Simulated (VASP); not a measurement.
# GaSb (I-4m2) in VASP: further runs

The runs below take GaSb through single point, relaxation of cell and atoms, with PBEsol+D3(BJ), PBEsol, BLYP+D3(BJ).

Everything below comes from runs of VASP 6.6.1. Logs are shortened: lines on timing, memory, paths and dates and some standing lists are left out, and cuts for length are marked.

### 1 The cell of the first run

Symmetry: I-4m2, No. 119, tetragonal system. Conventional cell: a = 5.329 Å, b = 5.329 Å, c = 3.070 Å, α = 90.00°, β = 90.00°, γ = 90.00°. Within 3.7 Å of Ga (site symmetry -4m2) lie 8 Sb at 2.77 to 3.52 Å and 2 Ga at 3.07 Å. Sb (site symmetry -4m2) has 8 Ga at 2.77 to 3.52 Å and 2 Sb at 3.07 Å within 3.7 Å.

### 2 Single point, PBEsol+D3(BJ)

Contents of INCAR:

```
SYSTEM = GaSb
  PREC = Accurate
  ENCUT = 520
  EDIFF = 1E-7
  ISMEAR = -1
  SIGMA = 0.05
  LREAL = .False.
  LASPH = .True.
  NELM = 100
  ALGO = Normal
  ISIF = 2
  LWAVE = .False.
  LCHARG = .False.
  GGA = PS
  IVDW = 12
  NBANDS = 16
```

Contents of KPOINTS:

```
regular mesh
0
Gamma
  8 8 8
  0 0 0
```

Contents of POSCAR:

```
GaSb
1.0
   -2.6643476495      2.6643476495      1.5347979059
    2.6643476495     -2.6643476495      1.5347979059
    2.6643476495      2.6643476495     -1.5347979059
Ga Sb
1 1
Direct
    0.2500000000      0.7500000000      0.5000000000
    0.0000000000      0.0000000000      0.0000000000
```

Potentials or basis: VASP PAW PBE potentials, release 64 (Ga_d, Sb).

Launch:

```sh
$ cat potpaw_PBE.64/Ga_d/POTCAR potpaw_PBE.64/Sb/POTCAR > POTCAR
$ mpirun -np 1 vasp_std > vasp.out
```

OUTCAR:

```text
SYSTEM = GaSb
   PREC = Accurate
   ENCUT = 520
   EDIFF = 1E-7
   ISMEAR = -1
   LREAL = .False.
   LASPH = .True.
   NELM = 100
   ISIF = 2
   GGA = PS
   IVDW = 12
 IVDW          = 12

 ion  position               nearest neighbor table
   1  0.250  0.750  0.500-   2 2.77   2 2.77   2 2.77   2 2.77
   2  0.000  0.000  0.000-   1 2.77   1 2.77   1 2.77   1 2.77

  LATTYP: Found a body centered tetragonal cell.
 ALAT       =     5.3286952990
 C/A-ratio  =     0.5760501660

  Lattice vectors:

 A1 = (  -2.6643476495,   2.6643476495,   1.5347979059)
 A2 = (   2.6643476495,  -2.6643476495,   1.5347979059)
 A3 = (   2.6643476495,   2.6643476495,  -1.5347979059)

Analysis of symmetry for initial positions (statically):
=====================================================================
 Subroutine PRICEL returns:
 Original cell was already a primitive cell.

 Routine SETGRP: Setting up the symmetry group for a
 body centered tetragonal supercell.

 Subroutine GETGRP returns: Found  8 space group operations
 (whereof  8 operations were pure point group operations)
 out of a pool of 16 trial point group operations.

The static configuration has the point symmetry D_2d.

Analysis of symmetry for dynamics (positions and initial velocities):
=====================================================================
 Subroutine PRICEL returns:
 Original cell was already a primitive cell.

 Routine SETGRP: Setting up the symmetry group for a
 body centered tetragonal supercell.

 Subroutine GETGRP returns: Found  8 space group operations
 (whereof  8 operations were pure point group operations)
 out of a pool of 16 trial point group operations.

The dynamic configuration has the point symmetry D_2d.

 Subroutine INISYM returns: Found  8 space group operations
 (whereof  8 operations are pure point group operations),
 and found     1 'primitive' translations

----------------------------------------------------------------------------------------

                                     Primitive cell

  volume of cell :      43.5806

  direct lattice vectors                    reciprocal lattice vectors
    -2.664347649  2.664347649  1.534797906     0.000000000  0.187663198  0.325775790
     2.664347649 -2.664347649  1.534797906     0.187663198  0.000000000  0.325775790
     2.664347649  2.664347649 -1.534797906     0.187663198  0.187663198  0.000000000

  length of vectors
     4.068550283  4.068550283  4.068550283     0.375961888  0.375961888  0.265395840
[... 80 lines left out ...]
   NELM   =    100;   NELMIN=  2; NELMDL= -5     # of ELM steps
   EDIFF  = 0.1E-06   stopping-criterion for ELM
   LREAL  =      F    real-space projection
   EDIFFG = 0.1E-05   stopping-criterion for IOM
   NSW    =      0    number of steps for IOM
   IBRION =     -1    ionic relax: 0-MD 1-quasi-New 2-CG
   NFREE  =      0    steps in history (QN), initial steepest desc. (CG)
   ISIF   =      2    stress and relaxation
   ISYM   =      2    0-nonsym 1-usesym 2-fastsym
   POTIM  = 0.5000    time-step for ionic-motion
   TEBEG  =    0.0;   TEEND  =   0.0 temperature during run
   PSTRESS=    0.0 pullay stress
   NELECT =      18.0000    total number of electrons
   NUPDOWN=      -1.0000    fix difference up-down
   EMIN   =  10.00;   EMAX   =-10.00  energy-range for DOS
   EFERMI =   0.00;   METHOD = LEGACY
   ISMEAR =    -1;   SIGMA  =   0.05  broadening in eV -4-tet -1-fermi 0-gaus
   EFERMI_NEDOS =   21; number of points for ismear=-14 and -15
   IALGO  =     38    algorithm
   IMIX   =      4    mixing-type and parameters
     AMIX     =   0.40;   BMIX     =  1.00
     AMIX_MAG =   1.60;   BMIX_MAG =  1.00
  volume/ion in A,a.u.               =      21.79       147.05
  Fermi-wavevector in a.u.,A,eV,Ry     =   1.219181  2.303917 20.223715  1.486401
  Thomas-Fermi vector in A             =   2.354441
   LORBIT       =      0    0 simple, 1 ext, 2 COOP (PROOUT), +10 PAW based schemes
   GGA     = PS    functional components
   LHFCALC =     F    Hartree Fock is set to
   AEXX    =    0.0000 exact exchange contribution
   IVDW    =    12    specifies the selected vdW correction
   LEPSILON=     F    determine dielectric tensor
   LRPA    =     F    only Hartree local field effects (RPA)
 non-spin polarized calculation
  energy-cutoff  :      520.00
  volume of cell :       43.58
 maximum number of plane-waves:      1190
   NGX = 15   NGY = 15   NGZ = 15

 number of electron      18.0000010 magnetization

 Free energy of the ion-electron system (eV)
  ---------------------------------------------------
  ext. energy  EPLUGINS =         0.00000000
  ---------------------------------------------------
  free energy    TOTEN  =        -7.87710927 eV

  energy without entropy =       -7.87037686  energy(sigma->0) =       -7.87374307

 E-fermi :   7.5839     XC(G=0): -10.8308

 val. band max:        7.5258687607   @ k =  -0.2500   0.5000   0.1250
 cond. band min:       7.6189488994   @ k =   0.1250   0.1250   0.0000
 fundamental gap:      0.0930801386
 Fermi energy:         7.5839161475

 k-point     1 :       0.0000    0.0000    0.0000
  band No.  band energies     occupation
      1      -7.4365      2.00000
      2      -7.3396      2.00000
      3      -7.3339      2.00000
      4      -7.2876      2.00000
      5      -7.2876      2.00000
      6      -5.1370      2.00000
[... 433 lines left out ...]
      3      -7.3498      2.00000
      4      -7.3004      2.00000
      5      -7.2536      2.00000
      6      -0.7180      2.00000
[... 8 lines left out ...]
     15      16.7472      0.00000
     16      17.4007      0.00000

 [... further k-points ...]

------------------------ aborting loop because EDIFF is reached ----------------------------------------

 Edisp (eV)   -0.84540

 E8    (eV) :    -0.5820

  FORCE on cell =-STRESS in cart. coord.  units (eV):
  Direction    XX          YY          ZZ          XY          YZ          ZX
  --------------------------------------------------------------------------------------
  -------------------------------------------------------------------------------------
  Total       0.03477     0.03477     0.02957     0.00000     0.00000     0.00000
  in kB       1.27812     1.27812     1.08706     0.00000     0.00000     0.00000
  external pressure =        1.21 kB  Pullay stress =        0.00 kB

 VOLUME and BASIS-vectors are now :
 -----------------------------------------------------------------------------
  energy-cutoff  :      520.00
  volume of cell :       43.58
      direct lattice vectors                 reciprocal lattice vectors
    -2.664347649  2.664347649  1.534797906     0.000000000  0.187663198  0.325775790
     2.664347649 -2.664347649  1.534797906     0.187663198  0.000000000  0.325775790
     2.664347649  2.664347649 -1.534797906     0.187663198  0.187663198  0.000000000

 POSITION                                       TOTAL-FORCE (eV/Angst)
 -----------------------------------------------------------------------------------
      2.66435      0.00000      0.76740         0.000000      0.000000     -0.000000
      0.00000      0.00000      0.00000        -0.000000     -0.000000      0.000000
 -----------------------------------------------------------------------------------
    total drift:                                0.000000     -0.000000      0.000000

  FREE ENERGIE OF THE ION-ELECTRON SYSTEM (eV)
  ---------------------------------------------------
  free  energy   TOTEN  =        -8.7225140767 eV

  energy  without entropy=       -8.7157816636  energy(sigma->0) =       -8.71914787
```

Wall time 47 s (1 thread of Intel Xeon Platinum 8375C at 2.90GHz (Ice Lake), shared host); peak memory 0.2 GiB.

What came out:

- Free energy: -8.7225 eV
- Pressure: 0.1 GPa
- Band gap on the k mesh: zero (band 9 reaches 9.45 eV, above the bottom of band 10 at 5.30 eV)
- Dispersion energy per atom: -0.423 eV

Caveat: the PAW data sets were made with another functional, which shifts forces and pressure a little; spin-orbit coupling is left out, which moves the levels of the heavy elements; pairwise dispersion overbinds metals, which lowers pressure and volume.

### 3 Single point, PBEsol

This run uses another cell than the first one, of 22.91 Å³/atom, 1.052 times its volume.

Contents of INCAR:

```
ALGO = Normal
EDIFF = 1E-7
ENCUT = 520
GGA = PS
ISIF = 2
ISMEAR = -1
LASPH = T
LCHARG = T
LELF = T
LREAL = F
LVHAR = T
LWAVE = F
NBANDS = 16
NELM = 100
PREC = Accurate
SIGMA = 0.05
```

Contents of KPOINTS:

```
k-points
0
Gamma
  8 8 8
```

Contents of POSCAR:

```
GaSb
1.0
   -2.7025899522      2.7025899522      1.5685261274
    2.7025899522     -2.7025899522      1.5685261274
    2.7025899522      2.7025899522     -1.5685261274
Ga Sb
1 1
Direct
    0.2500000000      0.7500000000      0.5000000000
    0.0000000000      0.0000000000      0.0000000000
```

Potentials or basis: VASP PAW PBE potentials, release 64 (Ga_d, Sb).

Launch:

```sh
$ cat potpaw_PBE.64/Ga_d/POTCAR potpaw_PBE.64/Sb/POTCAR > POTCAR
$ mpirun -np 1 vasp_std > vasp.out
```

OUTCAR:

```text
EDIFF = 1E-7
   ENCUT = 520
   GGA = PS
   ISIF = 2
   ISMEAR = -1
   LASPH = T
   LREAL = F
   NELM = 100
   PREC = Accurate

 ion  position               nearest neighbor table
   1  0.250  0.750  0.500-   2 2.81   2 2.81   2 2.81   2 2.81
   2  0.000  0.000  0.000-   1 2.81   1 2.81   1 2.81   1 2.81

  LATTYP: Found a body centered tetragonal cell.
 ALAT       =     5.4051799044
 C/A-ratio  =     0.5803788792

  Lattice vectors:

 A1 = (  -2.7025899522,   2.7025899522,   1.5685261274)
 A2 = (   2.7025899522,  -2.7025899522,   1.5685261274)
 A3 = (   2.7025899522,   2.7025899522,  -1.5685261274)

Analysis of symmetry for initial positions (statically):
=====================================================================
 Subroutine PRICEL returns:
 Original cell was already a primitive cell.

 Routine SETGRP: Setting up the symmetry group for a
 body centered tetragonal supercell.

 Subroutine GETGRP returns: Found  8 space group operations
 (whereof  8 operations were pure point group operations)
 out of a pool of 16 trial point group operations.

[... 154 lines left out ...]
  ---------------------------------------------------
  ext. energy  EPLUGINS =         0.00000000
  ---------------------------------------------------
  free energy    TOTEN  =        -7.90023259 eV

  energy without entropy =       -7.89392438  energy(sigma->0) =       -7.89707849

 E-fermi :   6.9710     XC(G=0): -10.5956

 val. band max:        6.9064767724   @ k =   0.1250   0.1250   0.0000
 cond. band min:       6.9947003803   @ k =  -0.2500   0.5000   0.1250
 fundamental gap:      0.0882236079
 Fermi energy:         6.9710087718

 k-point     1 :       0.0000    0.0000    0.0000
  band No.  band energies     occupation
      1      -7.9691      2.00000
      2      -7.8803      2.00000
      3      -7.8735      2.00000
      4      -7.8431      2.00000
      5      -7.8431      2.00000
      6      -5.3347      2.00000
[... 433 lines left out ...]
      3      -7.8901      2.00000
      4      -7.8458      2.00000
      5      -7.8152      2.00000
      6      -1.2803      2.00000
[... 8 lines left out ...]
     15      15.9994      0.00000
     16      16.4940      0.00000

 [... further k-points ...]
[... 5 lines left out ...]
  --------------------------------------------------------------------------------------
  -------------------------------------------------------------------------------------
  Total        0.0311228      0.0311228      0.0148869      0.0000000      0.0000000      0.0000000
  in kB        1.0881221      1.0881221      0.5204777      0.0000000      0.0000000      0.0000000
  external PRESSURE =       0.8989073 kB  Pullay stress =       0.0000000 kB

 VOLUME and BASIS-vectors are now :
 -----------------------------------------------------------------------------
  energy-cutoff  :      520.00
  volume of cell :       45.83
      direct lattice vectors                 reciprocal lattice vectors
    -2.702589952  2.702589952  1.568526127     0.000000000  0.185007718  0.318770591
     2.702589952 -2.702589952  1.568526127     0.185007718  0.000000000  0.318770591
     2.702589952  2.702589952 -1.568526127     0.185007718  0.185007718  0.000000000

 POSITION                                       TOTAL-FORCE (eV/Angst)
 -----------------------------------------------------------------------------------
      2.70259      0.00000      0.78426        -0.000000      0.000000      0.000000
      0.00000      0.00000      0.00000         0.000000     -0.000000     -0.000000
 -----------------------------------------------------------------------------------
    total drift:                                0.000000     -0.000000      0.000000

  FREE ENERGIE OF THE ION-ELECTRON SYSTEM (eV)
  ---------------------------------------------------
  free  energy   TOTEN  =        -7.9002325950 eV

  energy  without entropy=       -7.8939243832  energy(sigma->0) =       -7.89707849
```

stdout:

```text
POSCAR found type information on POSCAR GaSb
 POSCAR found :  2 types and       2 ions
 scaLAPACK will be used
 -----------------------------------------------------------------------------
|                                                                             |
|                                                                             |
|     You enforced a specific xc type in the INCAR file but a different       |
|     I HOPE YOU KNOW WHAT YOU ARE DOING!                                     |
|                                                                             |
 -----------------------------------------------------------------------------

 LDA part: xc-table for (Slater+PW92), standard interpolation
 POSCAR, INCAR and KPOINTS ok, starting setup
 FFT: planning ... GRIDC
 FFT: planning ... GRID_SOFT
 FFT: planning ... GRID
 WAVECAR not read
 entering main loop
```

It took 41 s on 1 thread of Intel Xeon Platinum 8375C at 2.90GHz (Ice Lake), shared host; peak memory 0.2 GiB.

Results:

| Property | Result |
| --- | --- |
| Free energy | -7.9002 eV |
| Pressure | 0.1 GPa |
| Band gap on the k mesh | zero (band 9 reaches 8.79 eV, above the bottom of band 10 at 4.83 eV) |

Caveat: the PAW data sets were made with another functional, which shifts forces and pressure a little; spin-orbit coupling is left out, which moves the levels of the heavy elements.

(Continued in part 2 of 2.)
